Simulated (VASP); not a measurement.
A run of VASP 6.6.1:

File INCAR:

```
PREC = Accurate
ENCUT = 520
EDIFF = 1E-7
ISMEAR = -1
SIGMA = 0.05
LREAL = False
LASPH = True
NELM = 80
ALGO = Normal
ISIF = 2
LWAVE = False
LCHARG = True
GGA = PS
LELF = True
LVHAR = True
NBANDS = 24
```

KPOINTS

```
Automatic mesh
0
Gamma
  6 6 6
```

POSCAR

```
SnTe3
1.0
    0.0000000000      3.9120303401      3.9120303401
    3.9120303401      0.0000000000      3.9120303401
    3.9120303401      3.9120303401      0.0000000000
Te Sn
3 1
Direct
    0.5000000000      0.5000000000      0.5000000000
    0.7500000000      0.7500000000      0.7500000000
    0.2500000000      0.2500000000      0.2500000000
    0.0000000000      0.0000000000      0.0000000000
```

Potentials or basis: VASP PAW PBE potentials, release 64 (Te, Sn_d).

Launch:

```sh
$ cat potpaw_PBE.64/Te/POTCAR potpaw_PBE.64/Sn_d/POTCAR > POTCAR
$ mpirun -np 1 vasp_std > vasp.out
```

Hardware: 1 thread of Intel(R) Xeon(R) 6975P-C (Granite Rapids) (shared host).

**Question.** How long does it take, and how much memory?

**Answer.** It took 26 s on 1 thread of Intel(R) Xeon(R) 6975P-C (Granite Rapids), on a shared host, peak memory 0.26 GiB. Counts: scf iterations 13, k points 16.
